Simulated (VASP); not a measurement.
Here is a VASP 6.6.1 calculation.

File INCAR:

```
ALGO = Normal
EDIFF = 1E-6
ENCUT = 520
GGA = PS
ISIF = 2
ISMEAR = -1
LASPH = T
LCHARG = F
LREAL = F
LWAVE = F
NBANDS = 15
NELM = 100
PREC = Accurate
SIGMA = 0.05
```

File KPOINTS:

```
k-points
0
Gamma
  13 13 11
```

POSCAR

```
HfB2
1.0
    3.0759004798      0.0000000000      0.0000000000
   -1.5379502400      2.6638079550      0.0000000000
    0.0000000000      0.0000000000      3.4089596583
Hf B
1 2
Direct
    0.0000000000      0.0000000000      0.0000000000
    0.3333333333      0.6666666667      0.5000000000
    0.6666666667      0.3333333333      0.5000000000
```

Potentials or basis: VASP PAW PBE potentials, release 64 (Hf_pv, B).

Run with:

```console
$ cat potpaw_PBE.64/Hf_pv/POTCAR potpaw_PBE.64/B/POTCAR > POTCAR
$ mpirun -np 1 vasp_std > vasp.out
```

What does it give for the band gap on the k mesh?

Zero (bands 8 and 9 overlap by 1.09 eV).

What does it give for the pressure?

12.9 GPa.

Stress tensor (GPa, compression positive):
```
13.89  0.00  0.00
 0.00 13.89  0.00
 0.00  0.00 10.86
```

Caveat: the cell stands under pressure; the PAW data sets were made with another functional, which shifts forces and pressure a little; spin-orbit coupling is left out, which moves the levels of the heavy elements.
